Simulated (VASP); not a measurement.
Wanted: the native input for a VASP 6.6.1 run.

* Task: relaxation of cell and atoms
* Functional: r2SCAN
* Potentials or basis: VASP PAW PBE potentials, release 64 (Al, N)
* Cutoff: 600 eV
* k mesh: 8 × 8 × 4
* Occupations: gaussian, width 0.01 eV
* Spin: no spin polarisation
* Target pressure: 2 GPa
* Dipole correction: no
* Further INCAR settings: ALGO = Normal; EDIFF = 1e-07; IBRION = 2; EDIFFG = -0.002; NSW = 100; ISIF = 3

The system is AlN.

```xyz
4
Lattice="3.1067 0.0000 0.0000 -1.5533 2.6905 0.0000 0.0000 0.0000 4.9785" Properties=species:S:1:pos:R:3 pbc="T T T"
Al    0.0000    1.7937   -0.0040
Al    1.5533    0.8968    2.4853
N     0.0000    1.7937    1.8958
N     1.5533    0.8968    4.3851
```

These files were run (other wordings do the same):

POSCAR

```
AlN
1.0
    3.1066956632      0.0000000000      0.0000000000
   -1.5533478316      2.6904773662      0.0000000000
    0.0000000000      0.0000000000      4.9785179513
Al N
2 2
Direct
    0.3333333333      0.6666666667     -0.0008019551
    0.6666666667      0.3333333333      0.4991980449
    0.3333333333      0.6666666667      0.3808019551
    0.6666666667      0.3333333333      0.8808019551
```

INCAR.step1

```
SYSTEM = AlN
PREC = Accurate
ENCUT = 600
ISMEAR = 0
SIGMA = 0.01
LREAL = .FALSE.
LASPH = .TRUE.
NELM = 60
GGA = PE
ALGO = Normal
EDIFF = 1E-4
LWAVE = .TRUE.
LCHARG = .FALSE.
```

INCAR.step2

```
SYSTEM = AlN
PREC = Accurate
ENCUT = 600
EDIFF = 1E-7
ISMEAR = 0
SIGMA = 0.01
LREAL = .FALSE.
LASPH = .TRUE.
NELM = 60
ALGO = Normal
ISIF = 3
LWAVE = .FALSE.
LCHARG = .FALSE.
METAGGA = R2SCAN
LMIXTAU = .TRUE.
IBRION = 2
NSW = 100
EDIFFG = -0.002
PSTRESS = 20.0
ISTART = 1
```

KPOINTS

```
Automatic mesh
0
G
  8 8 4
  0 0 0
```

Potentials or basis: VASP PAW PBE potentials, release 64 (Al, N).

Run with:

```bash
$ cat potpaw_PBE.64/Al/POTCAR potpaw_PBE.64/N/POTCAR > POTCAR
$ cp INCAR.step1 INCAR
$ mpirun -np 1 vasp_std > vasp.out
$ cp INCAR.step2 INCAR
$ mpirun -np 1 vasp_std > vasp.out
```

Results of the run:

The relaxed volume is 10.29 Å³/atom. The relaxed cell is a = 3.096 Å, b = 3.096 Å, c = 4.958 Å, α = 90.00°, β = 90.00°, γ = 120.00°. The space group after relaxing (to 0.1 Å) is P6_3mc (No. 186), the energy change on relaxing (the run minimises the enthalpy) is +0.6 meV/atom and the ionic steps are 8. The pressure after relaxing is 2.0 GPa. The band gap on the k mesh is 5.02 eV.

Caveat: the cell is relaxed towards a set pressure, so the run minimises the enthalpy, not the energy; the PAW data sets were made with another functional, which shifts forces and pressure a little.

Run time: 9.6 min on 1 thread of Intel Xeon 8259CL (shared host), peak memory 0.19 GiB.
